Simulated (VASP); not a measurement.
# Ni (P6_3/mmc) in VASP: a series of runs

Ni is run at these levels: revPBE; tasks: single point, relaxation of cell and atoms.

Everything below comes from runs of VASP 6.6.1. Logs are shortened: lines on timing, memory, paths and dates and some standing lists are left out, and cuts for length are marked.

### Step 1. The cell of the first run

Symmetry: P6_3/mmc, No. 194, hexagonal system. The conventional cell has a = 2.473 Å, b = 2.473 Å, c = 4.050 Å, α = 90.00°, β = 90.00°, γ = 120.00°. Within 3.3 Å of Ni (site symmetry -6m2) lie 12 Ni at 2.47 to 2.48 Å.

### Step 2. Single point, revPBE, collinear spin, ferromagnetic start (volume scaled by 0.96)

Contents of INCAR:

```
PREC = Accurate
ENCUT = 520
EDIFF = 1E-6
ISMEAR = -1
SIGMA = 0.05
LREAL = F
LASPH = T
NELM = 150
ALGO = Normal
ISIF = 2
LWAVE = F
LCHARG = F
ISPIN = 2
MAGMOM = 0.7 0.7
LORBIT = 11
LMAXMIX = 4
GGA = RE
NBANDS = 21
```

Contents of KPOINTS:

```
Automatic mesh
0
Gamma
  16 16 9
```

Contents of POSCAR:

```
Ni
1.0
    2.4727017090      0.0000000000      0.0000000000
   -1.2363508545      2.1414224960      0.0000000000
    0.0000000000      0.0000000000      4.0495181848
Ni
2
Direct
    0.3333333333      0.6666666667      0.2500000000
    0.6666666667      0.3333333333      0.7500000000
```

Potentials or basis: VASP PAW PBE potentials, release 64 (Ni).

On the command line:

```
cat potpaw_PBE.64/Ni/POTCAR > POTCAR
mpirun -np 1 vasp_std > vasp.out
```

OUTCAR:

```text
PREC = Accurate
   ENCUT = 520
   EDIFF = 1E-6
   ISMEAR = -1
   LREAL = F
   LASPH = T
   NELM = 150
   ISIF = 2
   ISPIN = 2
   LORBIT = 11
   GGA = RE

 ion  position               nearest neighbor table
   1  0.333  0.667  0.250-   2 2.48   2 2.48   2 2.48   2 2.48   2 2.48   2 2.48
   2  0.667  0.333  0.750-   1 2.48   1 2.48   1 2.48   1 2.48   1 2.48   1 2.48

  LATTYP: Found a hexagonal cell.
 ALAT       =     2.4727017090
 C/A-ratio  =     1.6376897262

  Lattice vectors:

 A1 = (   2.4727017090,   0.0000000000,   0.0000000000)
 A2 = (  -1.2363508545,   2.1414224960,   0.0000000000)
 A3 = (   0.0000000000,   0.0000000000,   4.0495181848)

Analysis of symmetry for initial positions (statically):
=====================================================================
 Subroutine PRICEL returns:
 Original cell was already a primitive cell.

 Routine SETGRP: Setting up the symmetry group for a
 hexagonal supercell.

 Subroutine GETGRP returns: Found 24 space group operations
 (whereof 12 operations were pure point group operations)
 out of a pool of 24 trial point group operations.

The static configuration has the point symmetry D_3d.
 The point group associated with its full space group is D_6h.

Analysis of symmetry for dynamics (positions and initial velocities):
=====================================================================
 Subroutine PRICEL returns:
 Original cell was already a primitive cell.

 Routine SETGRP: Setting up the symmetry group for a
 hexagonal supercell.

 Subroutine GETGRP returns: Found 24 space group operations
 (whereof 12 operations were pure point group operations)
 out of a pool of 24 trial point group operations.

The dynamic configuration has the point symmetry D_3d.
 The point group associated with its full space group is D_6h.

Analysis of structural, dynamic, and magnetic symmetry:
=====================================================================
 Subroutine PRICEL returns:
 Original cell was already a primitive cell.

 Routine SETGRP: Setting up the symmetry group for a
 hexagonal supercell.

 Subroutine GETGRP returns: Found 24 space group operations
 (whereof 12 operations were pure point group operations)
 out of a pool of 24 trial point group operations.

The overall configuration has the point symmetry D_3d.
 The point group associated with its full space group is D_6h.

 Subroutine INISYM returns: Found 24 space group operations
 (whereof 12 operations are pure point group operations),
 and found     1 'primitive' translations
[... 109 lines left out ...]
   EFERMI =   0.00;   METHOD = LEGACY
   ISMEAR =    -1;   SIGMA  =   0.05  broadening in eV -4-tet -1-fermi 0-gaus
   EFERMI_NEDOS =   21; number of points for ismear=-14 and -15
   IALGO  =     38    algorithm
   IMIX   =      4    mixing-type and parameters
     AMIX     =   0.40;   BMIX     =  1.00
     AMIX_MAG =   1.60;   BMIX_MAG =  1.00
  volume/ion in A,a.u.               =      10.72        72.35
  Fermi-wavevector in a.u.,A,eV,Ry     =   1.599530  3.022673 34.810448  2.558496
  Thomas-Fermi vector in A             =   2.696808
   LORBIT       =     11    0 simple, 1 ext, 2 COOP (PROOUT), +10 PAW based schemes
   GGA     = RE    functional components
   LHFCALC =     F    Hartree Fock is set to
   AEXX    =    0.0000 exact exchange contribution
   IVDW    =     0    specifies the selected vdW correction
   LEPSILON=     F    determine dielectric tensor
   LRPA    =     F    only Hartree local field effects (RPA)
 spin polarized calculation
  energy-cutoff  :      520.00
  volume of cell :       21.44
 maximum number of plane-waves:       590
   NGX =  9   NGY =  9   NGZ = 15

 number of electron      20.0000001 magnetization       1.2200027

 Free energy of the ion-electron system (eV)
  ---------------------------------------------------
  ext. energy  EPLUGINS =         0.00000000
  ---------------------------------------------------
  free energy    TOTEN  =       -10.06565894 eV

  energy without entropy =      -10.02818821  energy(sigma->0) =      -10.04692357

 E-fermi :   9.7194     XC(G=0): -13.2515

 val. band max:        9.7185571060   @ k =   0.0625   0.0000   0.3333
 cond. band min:       9.7204556287   @ k =   0.1875   0.0000   0.2222
 fundamental gap:      0.0018985227
 Fermi energy:         9.7193539436

 spin component 1

 k-point     1 :       0.0000    0.0000    0.0000
  band No.  band energies     occupation
      1       0.5912      1.00000
      2       4.8073      1.00000
      3       7.2539      1.00000
      4       7.3452      1.00000
      5       7.3452      1.00000
      6       7.6186      1.00000
[... 565 lines left out ...]
     20      38.5557      0.00000
     21      41.3684      0.00000

 [... further k-points ...]

 spin component 2

 k-point     1 :       0.0000    0.0000    0.0000
  band No.  band energies     occupation
      1       0.5431      1.00000
      2       5.1936      1.00000
      3       7.9473      1.00000
      4       8.0045      1.00000
      5       8.0045      1.00000
      6       8.2971      1.00000
[... 565 lines left out ...]
     20      38.6023      0.00000
     21      41.2845      0.00000

 [... further k-points ...]
[... 5 lines left out ...]
  --------------------------------------------------------------------------------------
  -------------------------------------------------------------------------------------
  Total        0.9969607      0.9969607      1.1263812     -0.0000000     -0.0000000     -0.0000000
  in kB       74.4922631     74.4922631     84.1624831     -0.0000000     -0.0000000     -0.0000000
  external PRESSURE =      77.7156697 kB  Pullay stress =       0.0000000 kB

 VOLUME and BASIS-vectors are now :
 -----------------------------------------------------------------------------
  energy-cutoff  :      520.00
  volume of cell :       21.44
      direct lattice vectors                 reciprocal lattice vectors
     2.472701709  0.000000000  0.000000000     0.404415946  0.233489655  0.000000000
    -1.236350854  2.141422496  0.000000000     0.000000000  0.466979310  0.000000000
     0.000000000  0.000000000  4.049518185     0.000000000  0.000000000  0.246942958

 POSITION                                       TOTAL-FORCE (eV/Angst)
 -----------------------------------------------------------------------------------
     -0.00000      1.42761      1.01238         0.000000     -0.000000      0.000000
      1.23635      0.71381      3.03714        -0.000000      0.000000      0.000000
 -----------------------------------------------------------------------------------
    total drift:                               -0.000000      0.000000     -0.000000

  FREE ENERGIE OF THE ION-ELECTRON SYSTEM (eV)
  ---------------------------------------------------
  free  energy   TOTEN  =       -10.0656589360 eV

  energy  without entropy=      -10.0281882108  energy(sigma->0) =      -10.04692357

 total charge

# of ion       s       p       d       tot
------------------------------------------
    1        0.501   0.509   8.322   9.332
    2        0.501   0.509   8.322   9.332
--------------------------------------------------
tot          1.003   1.018  16.644  18.665

 magnetization (x)

# of ion       s       p       d       tot
------------------------------------------
    1       -0.005  -0.025   0.652   0.621
    2       -0.005  -0.025   0.652   0.621
--------------------------------------------------
tot         -0.011  -0.050   1.304   1.243
```

It took 1.7 min on 1 thread of Intel Xeon 6975P-C, shared host; peak memory 0.21 GiB.

Results:

| Item | Value |
| --- | --- |
| Free energy | -10.0657 eV |
| Pressure | 7.8 GPa |
| Net moment | 1.22 μB per cell |
| Site moments | Ni +0.62 μB |
| Valence electrons inside the program's atomic spheres | Ni 9.33 |

Caveat: the PAW data sets were made with another functional, which shifts forces and pressure a little.

(Part 1 of 3 ends here.)
